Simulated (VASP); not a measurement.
Wanted: the native input for a VASP 6.6.1 run.

- Task: single point
- Functional: r2SCAN
- Potentials or basis: VASP PAW PBE potentials, release 64 (Se)
- Cutoff: 520 eV
- k mesh: 3 × 3 × 2
- Occupations: gaussian, width 0.1 eV
- Spin: no spin polarisation
- Dipole correction: no
- Further INCAR settings: ALGO = Normal; EDIFF = 1e-06; NBANDS = 13

Crystal: Se.

```xyz
2
Lattice="1.3943 -4.0390 0.0000 1.3943 4.0390 0.0000 0.0000 0.0000 4.6134" Properties=species:S:1:pos:R:3 pbc="T T T"
Se    1.3943   -3.5192    1.1534
Se    1.3943    3.5192    3.4601
```

The input as run:

POSCAR

```
Se
1.0
    1.3942694300     -4.0390027650      0.0000000000
    1.3942694300      4.0390027650      0.0000000000
    0.0000000000      0.0000000000      4.6134314000
Se
2
Direct
    0.9356553200      0.0643446800      0.2500000000
    0.0643446800      0.9356553200      0.7500000000
```

INCAR.step1

```
SYSTEM = Se
PREC = Accurate ; ENCUT = 520
ISMEAR = 0 ; SIGMA = 0.1
LREAL = .FALSE. ; LASPH = .TRUE.
NELM = 60 ; NBANDS = 13
GGA = PE ; ALGO = Normal
EDIFF = 1E-4 ; LWAVE = .TRUE.
LCHARG = .FALSE.
```

INCAR.step2

```
SYSTEM = Se
PREC = Accurate ; ENCUT = 520
EDIFF = 1E-6 ; ISMEAR = 0
SIGMA = 0.1 ; LREAL = .FALSE.
LASPH = .TRUE. ; NELM = 60
ALGO = Normal ; ISIF = 2
LWAVE = .FALSE. ; LCHARG = .FALSE.
METAGGA = R2SCAN ; LMIXTAU = .TRUE.
NBANDS = 13 ; ISTART = 1
```

KPOINTS

```
regular mesh
0
G
  3 3 2
  0 0 0
```

Potentials or basis: VASP PAW PBE potentials, release 64 (Se).

Launch:

```console
$ cat potpaw_PBE.64/Se/POTCAR > POTCAR
$ cp INCAR.step1 INCAR
$ mpirun -np 1 vasp_std > vasp.out
$ cp INCAR.step2 INCAR
$ mpirun -np 1 vasp_std > vasp.out
```

Results of the run:

```json
{
  "Pressure": "-1.3 GPa",
  "Largest force": "1.171 eV/Å",
  "Band gap on the k mesh": "zero (band 6 reaches 5.18 eV, above the bottom of band 7 at 2.08 eV)"
}
```

Caveat: the k points lie up to 0.79 Å⁻¹ apart; the PAW data sets were made with another functional, which shifts forces and pressure a little.

It took 47 s on 1 thread of Intel(R) Xeon(R) Platinum 8375C CPU @ 2.90GHz (Ice Lake), with other jobs on the host, peak memory 0.19 GiB.
